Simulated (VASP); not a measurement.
# InSb3 (Fm-3m) in VASP: vibrations by perturbation theory with PBEsol

Aim: the vibrations by perturbation theory of InSb3 with PBEsol.

All numbers are computed with VASP 6.6.1; they aren't measurements. Logs are shortened: lines on timing, memory, paths and dates and some standing lists are left out, and cuts for length are marked.

### Step 1. The cell of the first run

It takes space group Fm-3m (No. 225, cubic). The conventional cell has a = 7.589 Å, b = 7.589 Å, c = 7.589 Å, α = 90.00°, β = 90.00°, γ = 90.00°. Within 4.3 Å of Sb (site symmetry m-3m) lie 8 Sb at 3.29 Å and 6 In at 3.79 Å. Sb (site symmetry -43m) has 4 In at 3.29 Å and 10 Sb at 3.29 to 3.79 Å within 4.3 Å. In (site symmetry m-3m) has 14 Sb at 3.29 to 3.79 Å within 4.3 Å.

### Step 2. Vibrations by perturbation theory, PBEsol

Input file INCAR:

```
PREC = Accurate
ENCUT = 520
EDIFF = 1E-8
ISMEAR = -1
SIGMA = 0.05
LREAL = F
LASPH = T
NELM = 60
ALGO = Normal
ISIF = 2
LWAVE = F
LCHARG = T
GGA = PS
IBRION = 8
NSW = 1
```

Input file KPOINTS:

```
regular mesh
0
Gamma
  6 6 6
```

Input file POSCAR:

```
InSb3
1.0
    0.0000000000      3.7945550000      3.7945550000
    3.7945550000      0.0000000000      3.7945550000
    3.7945550000      3.7945550000      0.0000000000
Sb In
3 1
Direct
    0.5000000000      0.5000000000      0.5000000000
    0.7500000000      0.7500000000      0.7500000000
    0.2500000000      0.2500000000      0.2500000000
    0.0000000000      0.0000000000      0.0000000000
```

Potentials or basis: VASP PAW PBE potentials, release 64 (Sb, In_d).

Started as:

```sh
$ cat potpaw_PBE.64/Sb/POTCAR potpaw_PBE.64/In_d/POTCAR > POTCAR
$ mpirun -np 1 vasp_std > vasp.out
```

OUTCAR:

```text
PREC = Accurate
   ENCUT = 520
   EDIFF = 1E-8
   ISMEAR = -1
   LREAL = F
   LASPH = T
   NELM = 60
   ISIF = 2
   GGA = PS
   IBRION = 8
   NSW = 1

 ion  position               nearest neighbor table
   1  0.500  0.500  0.500-   2 3.29   3 3.29   3 3.29   3 3.29   3 3.29   2 3.29   2 3.29   2 3.29
                             4 3.79   4 3.79   4 3.79   4 3.79   4 3.79   4 3.79
   2  0.750  0.750  0.750-   1 3.29   4 3.29   1 3.29   1 3.29   1 3.29   4 3.29   4 3.29   4 3.29

   3  0.250  0.250  0.250-   1 3.29   4 3.29   4 3.29   4 3.29   4 3.29   1 3.29   1 3.29   1 3.29

   4  0.000  0.000  0.000-   2 3.29   3 3.29   2 3.29   2 3.29   2 3.29   3 3.29   3 3.29   3 3.29
                             1 3.79   1 3.79   1 3.79   1 3.79   1 3.79   1 3.79

  LATTYP: Found a face centered cubic cell.
 ALAT       =     7.5891100000

  Lattice vectors:

 A1 = (   0.0000000000,   3.7945550000,   3.7945550000)
 A2 = (   3.7945550000,   0.0000000000,   3.7945550000)
 A3 = (   3.7945550000,   3.7945550000,   0.0000000000)

Analysis of symmetry for initial positions (statically):
=====================================================================
 Subroutine PRICEL returns:
 Original cell was already a primitive cell.

 Routine SETGRP: Setting up the symmetry group for a
 face centered cubic supercell.

 Subroutine GETGRP returns: Found 48 space group operations
 (whereof 48 operations were pure point group operations)
 out of a pool of 48 trial point group operations.

The static configuration has the point symmetry O_h .

Analysis of symmetry for dynamics (positions and initial velocities):
=====================================================================
 Subroutine PRICEL returns:
 Original cell was already a primitive cell.

 Routine SETGRP: Setting up the symmetry group for a
 face centered cubic supercell.

[... 517 lines left out ...]
    total drift:                               -0.000000      0.000000      0.000000

  FREE ENERGIE OF THE ION-ELECTRON SYSTEM (eV)
  ---------------------------------------------------
  free  energy   TOTEN  =       -16.0425979725 eV

  energy  without entropy=      -16.0111556162  energy(sigma->0) =      -16.02687679

[... ionic steps 2 to 12 ...]

--------------------------------------- Ionic step       13  -------------------------------------------

 Free energy of the ion-electron system (eV)
  ---------------------------------------------------
  ---------------------------------------------------
  free energy    TOTEN  =        -0.23939845 eV

  energy without entropy =       -0.23939845

------------------------ aborting loop because EDIFF is reached ----------------------------------------

 INTERNAL STRAIN TENSOR  FOR ION    4  DIRECTION 1   (eV/Angst):
 -----------------------------------------------------------------------------
    -0.04792  0.00000 -0.00000
     0.00000  0.02829  0.00000
     0.00000  0.00000  0.02829

 INTERNAL STRAIN TENSOR FOR ION    4 for displacements in x,y,z  (eV/Angst):
          X           Y           Z          XY          YZ          ZX
  --------------------------------------------------------------------------------
  x     0.00000     0.00000     0.00000     0.00000     0.00000     0.00000
  y     0.00000     0.00000     0.00000     0.00000     0.00000     0.00000
  z     0.00000     0.00000     0.00000     0.00000     0.00000     0.00000

 SECOND DERIVATIVES (NOT SYMMETRIZED)
 ------------------------------------
               1X          1Y          1Z          2X          2Y          2Z          3X          3Y          3Z          4X          4Y          4Z
  1X    -0.491767    0.000000    0.000000   -0.149728    0.000000    0.000000   -0.149728    0.000000    0.000000    0.791224    0.000000    0.000000
  1Y     0.000000   -0.491767    0.000000    0.000000   -0.149728    0.000000    0.000000   -0.149728    0.000000    0.000000    0.791224    0.000000
  1Z     0.000000    0.000000   -0.491767    0.000000    0.000000   -0.149728    0.000000    0.000000   -0.149728    0.000000    0.000000    0.791224
  2X    -0.150823    0.000000    0.000000   -0.764501    0.000000    0.000000    0.556188    0.000000    0.000000    0.359137    0.000000    0.000000
  2Y     0.000000   -0.150823    0.000000    0.000000   -0.764501    0.000000    0.000000    0.556188    0.000000    0.000000    0.359137    0.000000
  2Z     0.000000    0.000000   -0.150823    0.000000    0.000000   -0.764501    0.000000    0.000000    0.556188    0.000000    0.000000    0.359137
  3X    -0.150823    0.000000    0.000000    0.556188    0.000000    0.000000   -0.764501    0.000000    0.000000    0.359137    0.000000    0.000000
  3Y     0.000000   -0.150823    0.000000    0.000000    0.556188    0.000000    0.000000   -0.764501    0.000000    0.000000    0.359137    0.000000
  3Z     0.000000    0.000000   -0.150823    0.000000    0.000000    0.556188    0.000000    0.000000   -0.764501    0.000000    0.000000    0.359137
  4X     0.785103    0.000000    0.000000    0.350685    0.000000    0.000000    0.350685    0.000000    0.000000   -1.486473    0.000000    0.000000
  4Y     0.000000    0.785103    0.000000    0.000000    0.350685    0.000000    0.000000    0.350685    0.000000    0.000000   -1.486473    0.000000
  4Z     0.000000    0.000000    0.785103    0.000000    0.000000    0.350685    0.000000    0.000000    0.350685    0.000000    0.000000   -1.486473

 Eigenvectors and eigenvalues of the dynamical matrix
 ----------------------------------------------------

   1 f  =    2.086108 THz    13.107403 2PiTHz   69.585070 cm-1     8.627445 meV
             X         Y         Z           dx          dy          dz
      3.794555  3.794555  3.794555     0.000000    0.000000    0.447069
      5.691833  5.691833  5.691833     0.000000    0.000000    0.193141
      1.897277  1.897277  1.897277     0.000000    0.000000    0.193141
      0.000000  0.000000  0.000000    -0.000000   -0.000000   -0.851776
[... 71 lines left out ...]
  12 f/i=    0.008361 THz     0.052531 2PiTHz    0.278881 cm-1     0.034577 meV
             X         Y         Z           dx          dy          dz
      3.794555  3.794555  3.794555    -0.502599    0.089385    0.008418
      5.691833  5.691833  5.691833    -0.490026    0.087149    0.008207
      1.897277  1.897277  1.897277    -0.490026    0.087149    0.008207
      0.000000  0.000000  0.000000    -0.486025    0.086437    0.008140

--------------------------------------------------------------------------------------------------------

 ELASTIC MODULI CONTR FROM IONIC RELAXATION (kBar)
 Direction    XX          YY          ZZ          XY          YZ          ZX
 --------------------------------------------------------------------------------
 XX           0.0000      0.0000      0.0000      0.0000      0.0000      0.0000
 YY           0.0000      0.0000      0.0000      0.0000      0.0000      0.0000
 ZZ           0.0000      0.0000      0.0000      0.0000      0.0000      0.0000
 XY           0.0000      0.0000      0.0000   -112.5595     -0.0000      0.0000
 YZ           0.0000      0.0000      0.0000     -0.0000   -112.5595     -0.0000
 ZX           0.0000      0.0000      0.0000      0.0000     -0.0000   -112.5595
 --------------------------------------------------------------------------------
```

OSZICAR:

```text
N       E                     dE             d eps       ncg     rms          rms(c)
DAV:   1     0.188410661029E+03    0.18841E+03   -0.11039E+04   576   0.143E+03
DAV:   2     0.249341960106E+00   -0.18816E+03   -0.18519E+03   628   0.320E+02
DAV:   3    -0.155491519374E+02   -0.15798E+02   -0.15363E+02   758   0.946E+01
DAV:   4    -0.160926487959E+02   -0.54350E+00   -0.53992E+00   676   0.177E+01
[... 61 lines left out ...]
RMM:  15    -0.239398545934E+00    0.28684E-06    0.13132E-08  2353   0.508E-05    0.621E-06
RMM:  16    -0.239398472370E+00    0.73564E-07    0.36151E-09  2019   0.180E-05    0.220E-06
RMM:  17    -0.239398486708E+00   -0.14338E-07   -0.48522E-09  1892   0.993E-06    0.335E-06
RMM:  18    -0.239398454870E+00    0.31837E-07    0.49168E-10  1799   0.831E-06    0.605E-07
RMM:  19    -0.239398451509E+00    0.33615E-08   -0.14290E-09  1630   0.530E-06    0.770E-07
 Linear response finished
```

Run time: 11 min. Hardware: 1 thread of Intel Xeon 8259CL, shared host; peak memory 0.42 GiB.

What came out:

```yaml
Highest_phonon_frequency_at_Γ_LO-TO_splitting_left_out: 70 cm⁻¹
```

Phonon frequencies in cm⁻¹ (negative: imaginary):
| q point | frequencies |
| --- | --- |
| (0.000, 0.000, 0.000) | 0 0 0 16 16 16 54 54 54 70 70 70 |

Caveat: the cell stands under pressure or tension, which shifts response properties; spin-orbit coupling is left out, which moves the levels of the heavy elements.
